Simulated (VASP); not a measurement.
# In: single point with r2SCAN

The system is In.

```
CELL_PARAMETERS angstrom
3.08376 0.00000 0.00000
0.00000 3.08376 0.00000
0.00000 0.00000 3.08376
ATOMIC_POSITIONS crystal
In 0.00000 0.00000 0.00000
```

This isn't the form of In at room conditions, which is tetragonal.

- Program: VASP 6.6.1
- Task: single point
- Functional: r2SCAN
- Potentials or basis: VASP PAW PBE potentials, release 64 (In_d)
- Cutoff: 520 eV
- k mesh: 12 × 12 × 12
- Occupations: fermi-dirac, width 0.1 eV
- Spin: no spin polarisation

```yaml
Pressure: -1.5 GPa
Band_gap_on_the_k_mesh: zero (an odd number of electrons rules out a gap without spin polarisation)
```

Levels at points of the mesh, in eV from the Fermi level:
```tsv
k point	band 2	band 3	band 4	band 5	band 6	band 7	band 8	band 9	band 10	band 11
(0.00, 0.00, 0.00)	-15.49	-14.78	-14.78	-14.78	-9.26	7.56	7.56	7.56	10.71	10.71
(0.50, 0.00, 0.00)	-15.00	-14.97	-14.97	-14.76	-5.57	-3.40	10.68	10.68	13.39	13.47
(0.50, 0.50, 0.00)	-15.22	-14.94	-14.94	-14.58	-1.67	-0.65	-0.65	4.24	14.31	16.02
(0.50, 0.50, 0.50)	-15.22	-15.22	-14.57	-14.57	2.09	2.09	2.09	2.97	7.47	7.47
```

It took 69 s on 1 thread of Intel Xeon 8259CL, with other jobs on the host, peak memory 0.16 GiB.

Caveat: the PAW data sets were made with another functional, which shifts forces and pressure a little; spin-orbit coupling is left out, which moves the levels of the heavy elements.
